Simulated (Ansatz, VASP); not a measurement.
# SnRu4 in VASP and in Ansatz

```
CELL_PARAMETERS angstrom
4.46510 0.00000 0.00000
0.00000 4.46510 0.00000
0.00000 0.00000 4.46510
ATOMIC_POSITIONS crystal
Sn 0.00000 0.00000 0.00000
Ru 0.25000 0.25000 0.25000
Ru 0.75000 0.75000 0.25000
Ru 0.25000 0.75000 0.75000
Ru 0.75000 0.25000 0.75000
```

Change from the starting cell: species swapped into the SnI4 type (P-43m, No. 215).

Alike in both runs: task relaxation of cell and atoms; functional PBE; k mesh 4 × 4 × 4; occupations gaussian, width 0.1 eV; no spin polarisation.

|  | VASP | Ansatz |
| --- | --- | --- |
| version | VASP 6.6.1 | Ansatz 0.2.0 |
| potentials or method | VASP PAW PBE potentials, release 64 (Sn_d, Ru_pv), cutoff 600 eV | scalar-relativistic, plane waves, PAW |
| valence electrons in the cell | 70 | 78 |

VASP gave:

* gap on the k mesh at the Fermi level, each at its own relaxed structure (eV): none
* relaxed volume (Å³/atom): 19.17
* relaxed cell length with the largest relative difference (Å): 4.576

Question: Estimate Ansatz's values.

Answer: gap on the k mesh at the Fermi level, each at its own relaxed structure (eV): none; relaxed volume (Å³/atom): 19.19; relaxed cell length with the largest relative difference (Å): 4.578.

A gap of «none» marks a metal or a gap that the smearing closes. VASP's potentials hold 70 valence electrons a cell and Ansatz's 78, so a difference there can come from the potentials and not from the codes.
